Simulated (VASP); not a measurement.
# Y (Fm-3m) in VASP: notebook

Runs on Y. Level: r2SCAN. Tasks: relaxation of cell and atoms.

Everything below comes from runs of VASP 6.6.1. Logs are shortened: lines on timing, memory, paths and dates and some standing lists are left out, and cuts for length are marked.

### 1 The cell of the first run

It takes space group Fm-3m (No. 225, cubic). Conventional cell: a = 5.090 Å, b = 5.090 Å, c = 5.090 Å, α = 90.00°, β = 90.00°, γ = 90.00°. Within 4.7 Å of Y (site symmetry m-3m) lie 12 Y at 3.60 Å.

This isn't the form of Y at room conditions, which is hcp.

### 2 Relaxation of cell and atoms, r2SCAN, target pressure 20 GPa, at which the enthalpy is minimised

POSCAR

```
Y
1.0
    0.0000000000      2.5450000000      2.5450000000
    2.5450000000      0.0000000000      2.5450000000
    2.5450000000      2.5450000000      0.0000000000
Y
1
Direct
    0.0000000000      0.0000000000      0.0000000000
```

INCAR.step1

```
SYSTEM = Y
  PREC = Accurate
  ENCUT = 550
  ISMEAR = -1
  SIGMA = 0.1
  LREAL = .False.
  LASPH = .True.
  NELM = 120
  GGA = PE
  ALGO = Normal
  EDIFF = 1E-5
  LWAVE = .True.
  LCHARG = .False.
  GGA_COMPAT = .False.
  IBRION = 2
  ISIF = 3
  EDIFFG = -0.005
  NELMIN = 4
  NSW = 100
```

INCAR.step2

```
SYSTEM = Y
  PREC = Accurate
  ENCUT = 550
  EDIFF = 1E-7
  ISMEAR = -1
  SIGMA = 0.1
  LREAL = .False.
  LASPH = .True.
  NELM = 120
  ALGO = Normal
  ISIF = 3
  LWAVE = .False.
  LCHARG = .False.
  METAGGA = R2SCAN
  LMIXTAU = .True.
  IBRION = 2
  NSW = 80
  EDIFFG = -0.01
  PSTRESS = 200.0
  ISTART = 1
  GGA_COMPAT = .False.
  NELMIN = 4
```

KPOINTS

```
regular mesh
0
Gamma
  14 14 14
  0 0 0
```

Potentials or basis: VASP PAW PBE potentials, release 64 (Y_sv).

Command:

```
> cat potpaw_PBE.64/Y_sv/POTCAR > POTCAR
> cp INCAR.step1 INCAR
> mpirun -np 1 vasp_std > vasp.out
> cp INCAR.step2 INCAR
> mpirun -np 1 vasp_std > vasp.out
```

OUTCAR:

```text
SYSTEM = Y
   PREC = Accurate
   ENCUT = 550
   EDIFF = 1E-7
   ISMEAR = -1
   LREAL = .False.
   LASPH = .True.
   NELM = 120
   ISIF = 3
   METAGGA = R2SCAN
   IBRION = 2
   NSW = 80
   EDIFFG = -0.01
   PSTRESS = 200.0
   ISTART = 1
   NELMIN = 4

 ion  position               nearest neighbor table
   1  0.000  0.000  0.000-

  LATTYP: Found a face centered cubic cell.
 ALAT       =     5.0900000000

  Lattice vectors:

 A1 = (   0.0000000000,   2.5450000000,   2.5450000000)
 A2 = (   2.5450000000,   0.0000000000,   2.5450000000)
 A3 = (   2.5450000000,   2.5450000000,   0.0000000000)

Analysis of symmetry for initial positions (statically):
=====================================================================
 Subroutine PRICEL returns:
 Original cell was already a primitive cell.

 Routine SETGRP: Setting up the symmetry group for a
 face centered cubic supercell.

 Subroutine GETGRP returns: Found 48 space group operations
 (whereof 48 operations were pure point group operations)
 out of a pool of 48 trial point group operations.

The static configuration has the point symmetry O_h .

Analysis of symmetry for dynamics (positions and initial velocities):
=====================================================================
 Subroutine PRICEL returns:
 Original cell was already a primitive cell.

 Routine SETGRP: Setting up the symmetry group for a
 face centered cubic supercell.

 Subroutine GETGRP returns: Found 48 space group operations
 (whereof 48 operations were pure point group operations)
 out of a pool of 48 trial point group operations.

The dynamic configuration has the point symmetry O_h .

 Subroutine INISYM returns: Found 48 space group operations
 (whereof 48 operations are pure point group operations),
 and found     1 'primitive' translations

----------------------------------------------------------------------------------------

                                     Primitive cell

  volume of cell :      32.9681

  direct lattice vectors                    reciprocal lattice vectors
     0.000000000  2.545000000  2.545000000    -0.196463654  0.196463654  0.196463654
     2.545000000  0.000000000  2.545000000     0.196463654 -0.196463654  0.196463654
     2.545000000  2.545000000  0.000000000     0.196463654  0.196463654 -0.196463654

  length of vectors
     3.599173516  3.599173516  3.599173516     0.340285031  0.340285031  0.340285031

  position of ions in fractional coordinates (direct lattice)
     0.000000000  0.000000000  0.000000000

  ion indices of the primitive-cell ions
   primitive index   ion index
                 1           1

----------------------------------------------------------------------------------------

 KPOINTS: regular mesh

Automatic generation of k-mesh.
 Grid dimensions read from file:
 generate k-points for:   14   14   14

 Generating k-lattice:

  Cartesian coordinates                     Fractional coordinates (reciprocal lattice)
    -0.014033118  0.014033118  0.014033118     0.071428571  0.000000000  0.000000000
     0.014033118 -0.014033118  0.014033118     0.000000000  0.071428571  0.000000000
     0.014033118  0.014033118 -0.014033118     0.000000000  0.000000000  0.071428571

  Length of vectors
     0.024306074  0.024306074  0.024306074

  Shift w.r.t. Gamma in fractional coordinates (k-lattice)
     0.000000000  0.000000000  0.000000000

 Subroutine IBZKPT returns following result:
 ===========================================

 Found    104 irreducible k-points:

 Following reciprocal coordinates:
            Coordinates               Weight
  0.000000  0.000000  0.000000      1.000000
  0.071429  0.000000  0.000000      8.000000
  0.142857  0.000000  0.000000      8.000000
  0.214286  0.000000  0.000000      8.000000
  0.285714  0.000000  0.000000      8.000000
  0.357143  0.000000  0.000000      8.000000
[... 16 lines left out ...]
  0.214286  0.142857  0.000000     24.000000
  0.285714  0.142857  0.000000     24.000000
 [... further k-points ...]
   k-points           NKPTS =    104   k-points in BZ     NKDIM =    104   number of bands    NBANDS=      9
   number of dos      NEDOS =    301   number of ions     NIONS =      1
   total plane-waves  NPLWV =  21952
   dimension x,y,z NGX =    28 NGY =   28 NGZ =   28
   dimension x,y,z NGXF=    56 NGYF=   56 NGZF=   56
   ions per type =               1
   NGX,Y,Z   is equivalent  to a cutoff of  12.93, 12.93, 12.93 a.u.
   NGXF,Y,Z  is equivalent  to a cutoff of  25.87, 25.87, 25.87 a.u.
 SYSTEM =  Y
   PREC   = accura    normal or accurate (medium, high low for compatibility)
   ISTART =      1    job   : 0-new  1-cont  2-samecut
   ICHARG =      0    charge: 1-file 2-atom 10-const
   ISPIN  =      1    spin polarized calculation?
   LNONCOLLINEAR =      F non collinear calculations
   LSORBIT =      F    spin-orbit coupling
   LASPH  =      T    aspherical Exc in radial PAW
   ENCUT  =  550.0 eV  40.42 Ry    6.36 a.u.   6.88  6.88  6.88*2*pi/ulx,y,z
   NELM   =    120;   NELMIN=  4; NELMDL=  0     # of ELM steps
   EDIFF  = 0.1E-06   stopping-criterion for ELM
   LREAL  =      F    real-space projection
   EDIFFG = -.1E-01   stopping-criterion for IOM
   NSW    =     80    number of steps for IOM
   IBRION =      2    ionic relax: 0-MD 1-quasi-New 2-CG
   NFREE  =      1    steps in history (QN), initial steepest desc. (CG)
   ISIF   =      3    stress and relaxation
   ISYM   =      2    0-nonsym 1-usesym 2-fastsym
   POTIM  = 0.5000    time-step for ionic-motion
   TEBEG  =    0.0;   TEEND  =   0.0 temperature during run
   PSTRESS=  200.0 pullay stress
   NELECT =      11.0000    total number of electrons
   NUPDOWN=      -1.0000    fix difference up-down
   EMIN   =  10.00;   EMAX   =-10.00  energy-range for DOS
   EFERMI =   0.00;   METHOD = LEGACY
   ISMEAR =    -1;   SIGMA  =   0.10  broadening in eV -4-tet -1-fermi 0-gaus
   EFERMI_NEDOS =   21; number of points for ismear=-14 and -15
   IALGO  =     38    algorithm
   IMIX   =      4    mixing-type and parameters
     AMIX     =   0.40;   BMIX     =  1.00
     AMIX_MAG =   1.60;   BMIX_MAG =  1.00
  volume/ion in A,a.u.               =      32.97       222.48
  Fermi-wavevector in a.u.,A,eV,Ry     =   1.135467  2.145722 17.541799  1.289286
  Thomas-Fermi vector in A             =   2.272172
   LORBIT       =      0    0 simple, 1 ext, 2 COOP (PROOUT), +10 PAW based schemes
   METAGGA = R2SCAN    functional components
   LHFCALC =     F    Hartree Fock is set to
   AEXX    =    0.0000 exact exchange contribution
   IVDW    =     0    specifies the selected vdW correction
   LEPSILON=     F    determine dielectric tensor
   LRPA    =     F    only Hartree local field effects (RPA)
 conjugate gradient relaxation of ions
 non-spin polarized calculation
  energy-cutoff  :      550.00
  volume of cell :       32.97
 maximum number of plane-waves:       982
   NGX = 13   NGY = 13   NGZ = 13

--------------------------------------- Ionic step        1  -------------------------------------------

 number of electron      11.0000001 magnetization

 Free energy of the ion-electron system (eV)
  ---------------------------------------------------
  ext. energy  EPLUGINS =         0.00000000
  ---------------------------------------------------
  free energy    TOTEN  =       -20.24953785 eV

  energy without entropy =      -20.19520220  energy(sigma->0) =      -20.22237003

 E-fermi :   3.0781     XC(G=0): -10.0633

 val. band max:        3.0744951848   @ k =  -0.3571   0.2143   0.0000
 cond. band min:       3.0905569096   @ k =   0.2857   0.2857   0.0000
 fundamental gap:      0.0160617248
 Fermi energy:         3.0780748770

 k-point     1 :       0.0000    0.0000    0.0000
  band No.  band energies     occupation
      1     -41.1361      2.00000
      2     -20.1774      2.00000
      3     -20.1774      2.00000
      4     -20.1774      2.00000
      5      -1.9066      2.00000
      6       5.1109      0.00000
      7       5.1109      0.00000
      8       5.1109      0.00000
      9       7.2192      0.00000

 k-point     2 :       0.0714    0.0000    0.0000
  band No.  band energies     occupation
      1     -41.1328      2.00000
      2     -20.2073      2.00000
      3     -20.1811      2.00000
      4     -20.1811      2.00000
      5      -1.7762      2.00000
      6       4.9486      0.00000
      7       5.1722      0.00000
      8       5.1722      0.00000
      9       7.1464      0.00000
[... 253 lines left out ...]
 k-point    24 :       0.2857    0.1429    0.0000
  band No.  band energies     occupation
      1     -41.0961      2.00000
      2     -20.4669      2.00000
      3     -20.2535      2.00000
      4     -20.2479      2.00000
      5      -0.2196      2.00000
      6       3.6377      0.00740
      7       5.0879      0.00000
      8       5.7471      0.00000
      9       6.5533      0.00000

 [... further k-points ...]
[... 5 lines left out ...]
  --------------------------------------------------------------------------------------
  -------------------------------------------------------------------------------------
  Total        0.1062832      0.1062832      0.1062832     -0.0000000     -0.0000000      0.0000000
  in kB        5.1651387      5.1651387      5.1651387     -0.0000000     -0.0000000      0.0000000
  external PRESSURE =    -194.8348613 kB  Pullay stress =     200.0000000 kB

 VOLUME and BASIS-vectors are now :
 -----------------------------------------------------------------------------
  energy-cutoff  :      550.00
  volume of cell :       32.97
      direct lattice vectors                 reciprocal lattice vectors
     0.000000000  2.545000000  2.545000000    -0.196463654  0.196463654  0.196463654
     2.545000000  0.000000000  2.545000000     0.196463654 -0.196463654  0.196463654
     2.545000000  2.545000000  0.000000000     0.196463654  0.196463654 -0.196463654
[... 192 lines left out ...]
  FREE ENERGIE OF THE ION-ELECTRON SYSTEM (eV)
  ---------------------------------------------------
  free  energy   TOTEN  =       -19.7936210572 eV

  energy  without entropy=      -19.7576740695  energy(sigma->0) =      -19.77564756

  enthalpy is  TOTEN    =       -16.7822077903 eV   P V=        3.0114132669

--------------------------------------- Ionic step        7  -------------------------------------------

 number of electron      11.0000000 magnetization

 Free energy of the ion-electron system (eV)
  ---------------------------------------------------
  ext. energy  EPLUGINS =         0.00000000
  ---------------------------------------------------
  free energy    TOTEN  =       -19.78233310 eV

  energy without entropy =      -19.74647726  energy(sigma->0) =      -19.76440518

 E-fermi :   4.7672     XC(G=0): -11.4876

 val. band max:        4.7361476779   @ k =   0.5000   0.2857   0.1429
 cond. band min:       4.7776842649   @ k =  -0.2857   0.5000   0.2143
 fundamental gap:      0.0415365870
 Fermi energy:         4.7671778572

 k-point     1 :       0.0000    0.0000    0.0000
  band No.  band energies     occupation
      1     -38.8003      2.00000
      2     -17.4275      2.00000
      3     -17.4275      2.00000
      4     -17.4275      2.00000
      5      -0.4130      2.00000
      6       7.1174      0.00000
      7       7.1174      0.00000
      8       7.1174      0.00000
      9      10.1272      0.00000

 k-point     2 :       0.0714    0.0000    0.0000
  band No.  band energies     occupation
      1     -38.7884      2.00000
      2     -17.5116      2.00000
      3     -17.4368      2.00000
      4     -17.4368      2.00000
      5      -0.2240      2.00000
      6       6.8870      0.00000
      7       7.2043      0.00000
      8       7.2043      0.00000
      9      10.0032      0.00000
[... 253 lines left out ...]
 k-point    24 :       0.2857    0.1429    0.0000
  band No.  band energies     occupation
      1     -38.6548      2.00000
      2     -18.2171      2.00000
      3     -17.6254      2.00000
      4     -17.6124      2.00000
      5       1.7992      2.00000
      6       5.1677      0.03579
      7       7.0277      0.00000
      8       8.0596      0.00000
      9       9.2233      0.00000

 [... further k-points ...]
[... 5 lines left out ...]
  --------------------------------------------------------------------------------------
  -------------------------------------------------------------------------------------
  Total        2.9996887      2.9996887      2.9996887      0.0000000     -0.0000000      0.0000000
  in kB      199.9774211    199.9774211    199.9774211      0.0000000     -0.0000000      0.0000000
  external PRESSURE =      -0.0225789 kB  Pullay stress =     200.0000000 kB

 VOLUME and BASIS-vectors are now :
 -----------------------------------------------------------------------------
  energy-cutoff  :      550.00
  volume of cell :       24.03
      direct lattice vectors                 reciprocal lattice vectors
    -0.000000000  2.290473490  2.290473490    -0.218295476  0.218295476  0.218295476
     2.290473490  0.000000000  2.290473490     0.218295476 -0.218295476  0.218295476
     2.290473490  2.290473490  0.000000000     0.218295476  0.218295476 -0.218295476

 POSITION                                       TOTAL-FORCE (eV/Angst)
 -----------------------------------------------------------------------------------
      0.00000      0.00000      0.00000         0.000000      0.000000     -0.000000
 -----------------------------------------------------------------------------------
    total drift:                               -0.000000     -0.000000     -0.000000

  FREE ENERGIE OF THE ION-ELECTRON SYSTEM (eV)
  ---------------------------------------------------
  free  energy   TOTEN  =       -19.7823331000 eV

  energy  without entropy=      -19.7464772596  energy(sigma->0) =      -19.76440518

  enthalpy is  TOTEN    =       -16.7823057245 eV   P V=        3.0000273755

 reached required accuracy - stopping structural energy minimisation
```

Wall time 12 min (1 thread of Intel Xeon Platinum 8488C (Sapphire Rapids), shared host); peak memory 0.23 GiB.

What came out:

```yaml
Free_energy: -19.7823 eV
Relaxed_volume: 24.03 Å³/atom
Relaxed_cell: a = 3.239 Å, b = 3.239 Å, c = 3.239 Å, α = 60.00°, β = 60.00°, γ = 60.00°
Space_group_after_relaxing_to_0.1_Å: Fm-3m (No. 225)
Energy_change_on_relaxing_the_run_minimises_the_enthalpy: +467.2 meV/atom
Ionic_steps: 7
Pressure_after_relaxing: 20.0 GPa
Band_gap_on_the_k_mesh: zero (an odd number of electrons rules out a gap without spin polarisation)
```

Step by step:
| step | energy change (eV) | largest force (eV/Å) | pressure (GPa) | volume (Å³) |
| --- | --- | --- | --- | --- |
| 1 | 0.0000 | 0.0000 | 0.52 | 32.97 |
| 2 | 2.0604 | 0.0000 | 62.96 | 17.30 |
| 3 | 0.4110 | 0.0000 | 18.28 | 24.50 |
| 4 | 0.4621 | 0.0000 | 19.85 | 24.07 |
| 5 | 0.4821 | 0.0000 | 20.45 | 23.92 |
| 6 | 0.4559 | 0.0000 | 19.65 | 24.12 |
| 7 | 0.4672 | 0.0000 | 20.00 | 24.03 |

Final structure:
```cif
data_structure
_symmetry_space_group_name_H-M 'P 1'
_symmetry_Int_Tables_number 1
_cell_length_a 3.2392
_cell_length_b 3.2392
_cell_length_c 3.2392
_cell_angle_alpha 60.000
_cell_angle_beta 60.000
_cell_angle_gamma 60.000
_cell_volume 24.03
loop_
_atom_site_label
_atom_site_type_symbol
_atom_site_fract_x
_atom_site_fract_y
_atom_site_fract_z
_atom_site_occupancy
Y1 Y 0.00000 0.00000 0.00000 1
```

Caveat: the cell is relaxed towards a set pressure, so the run minimises the enthalpy, not the energy; the volume moved by over 15 % at a fixed basis, so the end points are rough; the PAW data sets were made with another functional, which shifts forces and pressure a little.

### 3 Relaxation of cell and atoms, r2SCAN, target pressure 40 GPa, at which the enthalpy is minimised

POSCAR is that of step 2.

INCAR.step1

```
PREC = Accurate
ENCUT = 550
ISMEAR = -1
SIGMA = 0.1
LREAL = False
LASPH = True
NELM = 120
GGA = PE
ALGO = Normal
EDIFF = 1E-5
LWAVE = True
LCHARG = False
GGA_COMPAT = False
IBRION = 2
ISIF = 3
EDIFFG = -0.005
NELMIN = 4
NSW = 100
```

INCAR.step2

```
PREC = Accurate
ENCUT = 550
EDIFF = 1E-7
ISMEAR = -1
SIGMA = 0.1
LREAL = False
LASPH = True
NELM = 120
ALGO = Normal
ISIF = 3
LWAVE = False
LCHARG = False
METAGGA = R2SCAN
LMIXTAU = True
IBRION = 2
NSW = 80
EDIFFG = -0.01
PSTRESS = 400.0
ISTART = 1
GGA_COMPAT = False
NELMIN = 4
```

KPOINTS

```
Automatic mesh
0
Gamma
  14 14 14
```

Potentials or basis: VASP PAW PBE potentials, release 64 (Y_sv).

Command:

```
> cat potpaw_PBE.64/Y_sv/POTCAR > POTCAR
> cp INCAR.step1 INCAR
> mpirun -np 1 vasp_std > vasp.out
> cp INCAR.step2 INCAR
> mpirun -np 1 vasp_std > vasp.out
```

Wall time 10 min (1 thread of Intel Xeon Platinum 8488C (Sapphire Rapids), shared host); peak memory 0.28 GiB.

It converged, with:

- Free energy: -19.0634 eV
- Relaxed volume: 20.07 Å³/atom
- Relaxed cell: a = 3.050 Å, b = 3.050 Å, c = 3.050 Å, α = 60.00°, β = 60.00°, γ = 60.00°
- Space group after relaxing (to 0.1 Å): Fm-3m (No. 225)
- Energy change on relaxing (the run minimises the enthalpy): +1186.1 meV/atom
- Ionic steps: 5
- Pressure after relaxing: 39.9 GPa
- Band gap on the k mesh: zero (an odd number of electrons rules out a gap without spin polarisation)

The path:
```
step  energy change (eV)  largest force (eV/Å)  pressure (GPa)  volume (Å³)
   1              0.0000                0.0000            0.52        32.97
   2             17.5510                0.0000          878.57         7.41
   3              0.8797                0.0000           31.77        21.44
   4              0.9887                0.0000           34.71        20.92
   5              1.1861                0.0000           39.94        20.07
```

Final structure:
```
CELL_PARAMETERS angstrom
0.00000 2.15693 2.15693
2.15693 0.00000 2.15693
2.15693 2.15693 0.00000
ATOMIC_POSITIONS crystal
Y 0.00000 0.00000 0.00000
```

Levels at points of the mesh, in eV from the Fermi level:
```tsv
k point	band 3	band 4	band 5	band 6	band 7	band 8
(0.00, 0.00, 0.00)	-21.60	-21.60	-4.99	2.44	2.44	2.44
(0.50, 0.00, 0.00)	-21.89	-21.89	-2.65	2.04	2.04	3.13
(0.50, 0.50, 0.00)	-22.45	-22.45	-3.38	-2.22	5.80	8.80
```

Caveat: the cell is relaxed towards a set pressure, so the run minimises the enthalpy, not the energy; the volume moved by over 15 % at a fixed basis, so the end points are rough; the PAW data sets were made with another functional, which shifts forces and pressure a little.

The gap in the log of VASP goes by the Fermi energy; the results here count the filled bands.